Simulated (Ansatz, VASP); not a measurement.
## Two plane-wave programs on SiC

```
Si C
1.0
     3.08000    0.00000    0.00000
    -1.54000    2.66736    0.00000
     0.00000    0.00000   15.12000
Si C
6 6
Direct
  0.00000 0.00000 0.00000
  0.33333 0.66667 0.16667
  0.66667 0.33333 0.33333
  0.00000 0.00000 0.50000
  0.66667 0.33333 0.66667
  0.33333 0.66667 0.83333
  0.00000 0.00000 0.12500
  0.33333 0.66667 0.29167
  0.66667 0.33333 0.45833
  0.00000 0.00000 0.62500
  0.66667 0.33333 0.79167
  0.33333 0.66667 0.95833
```

Alike in both runs: task relaxation of cell and atoms; functional LDA; k mesh 8 × 8 × 2; no spin polarisation.

```csv
,VASP,Ansatz
version,VASP 6.6.1,Ansatz 0.2.0
potentials or method,"VASP PAW LDA potentials, release 64 (Si, C), cutoff 600 eV","scalar-relativistic, plane waves, PAW"
occupations,"gaussian, width 0.01 eV",fixed
valence electrons in the cell,48,48
```

|  | VASP | Ansatz | Ansatz less VASP |
| --- | --- | --- | --- |
| gap on the k mesh at the Fermi level, each at its own relaxed structure (eV) | 1.97 | 1.98 | +0.010 |
| relaxed volume (Å³/atom) | 10.15 | 10.14 | -0.010 |

LDA's correlation is that of Perdew and Zunger in VASP and of Perdew and Wang (1992) in Ansatz.
